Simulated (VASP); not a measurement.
Crystal: As.

```
As
1.0
     1.86817    1.07859    3.49048
    -1.86817    1.07859    3.49048
     0.00000   -2.15718    3.49048
As
2
Direct
  0.22600 0.22600 0.22600
  0.77400 0.77400 0.77400
```

Base run:

```yaml
Program: VASP 6.6.1
Functional: r2SCAN
Potentials_or_basis: VASP PAW PBE potentials, release 64 (As)
Cutoff: 520 eV
k_mesh: 9 × 9 × 9
Occupations: fermi-dirac, width 0.05 eV
Spin: no spin polarisation
```

Its results: band gap on the k mesh zero (band 5 reaches 5.72 eV, above the bottom of band 6 at 5.63 eV); pressure 3.7 GPa; largest force 0.334 eV/Å.

Q: After a change of settings the same cell gave: band gap on the k mesh zero (band 5 reaches 5.57 eV, above the bottom of band 6 at 5.47 eV); pressure 2.4 GPa; largest force 0.587 eV/Å. Which change was it?
A. functional from r2SCAN to PBE
B. functional from r2SCAN to PBE0; k mesh from 9 × 9 × 9 to 4 × 4 × 4
C. functional from r2SCAN to PBEsol
D. functional from r2SCAN to LDA; potentials or basis from VASP PAW PBE potentials, release 64 (As) to VASP PAW LDA potentials, release 64 (As)

A: C.

Caveats: the PAW data sets were made with another functional, which shifts forces and pressure a little.
